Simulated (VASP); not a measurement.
Set up this calculation in VASP 6.6.1, as the native input.

```yaml
Task: single point
Functional: PBE
Potentials_or_basis: VASP PAW PBE potentials, release 64 (Mg, Zr_sv, H)
Cutoff: 520 eV
k_mesh: 10 × 10 × 10
Occupations: gaussian, width 0.1 eV
Spin: collinear spin, ferromagnetic start
Starting_moments: "[0.0, 0.0, 1.02, 0.0, 0.0, 0.0, 0.0, 0.0, 0.0] μB"
Dipole_correction: no
Further_INCAR_settings: ALGO = Normal; EDIFF = 1e-06; NBANDS = 25
```

The structure of Mg2ZrH6 lies in POSCAR:

```
Mg2ZrH6
1.0
    0.0000000000      3.6730858691      3.6730858691
    3.6730858691      0.0000000000      3.6730858691
    3.6730858691      3.6730858691      0.0000000000
Mg Zr H
2 1 6
Direct
    0.7500000000      0.7500000000      0.7500000000
    0.2500000000      0.2500000000      0.2500000000
    0.0000000000      0.0000000000      0.0000000000
    0.5000000000      0.0000000000      0.0000000000
    0.0000000000      0.5000000000      0.5000000000
    0.0000000000      0.5000000000      0.0000000000
    0.5000000000      0.0000000000      0.5000000000
    0.0000000000      0.0000000000      0.5000000000
    0.5000000000      0.5000000000      0.0000000000
```

The input as run:

INCAR

```
PREC = Accurate ; ENCUT = 520
EDIFF = 1E-6 ; ISMEAR = 0
SIGMA = 0.1 ; LREAL = F
LASPH = T ; NELM = 150
ALGO = Normal ; ISIF = 2
LWAVE = F ; LCHARG = T
ISPIN = 2 ; MAGMOM = 0 0 1.02 0 0 0 0 0 0
LORBIT = 11 ; LMAXMIX = 4
GGA = PE ; LELF = T
LVHAR = T ; NBANDS = 25
```

KPOINTS

```
regular mesh
0
Gamma
  10 10 10
```

Potentials or basis: VASP PAW PBE potentials, release 64 (Mg, Zr_sv, H).

Launch:

```console
$ cat potpaw_PBE.64/Mg/POTCAR potpaw_PBE.64/Zr_sv/POTCAR potpaw_PBE.64/H/POTCAR > POTCAR
$ mpirun -np 1 vasp_std > vasp.out
```

Results of the run:

```
Pressure                                              : -0.1 GPa
Band gap on the k mesh                                : zero (filled and empty bands overlap)
Net moment                                            : 2.00 μB per cell
Site moments                                          : Mg +0.01; Zr +1.27; H -0.02 μB
Valence electrons inside the program's atomic spheres : Mg 0.42; Zr 9.66; H 0.56
```

It took 19 min on 1 thread of AMD EPYC 7571, on a shared host, peak memory 0.37 GiB.
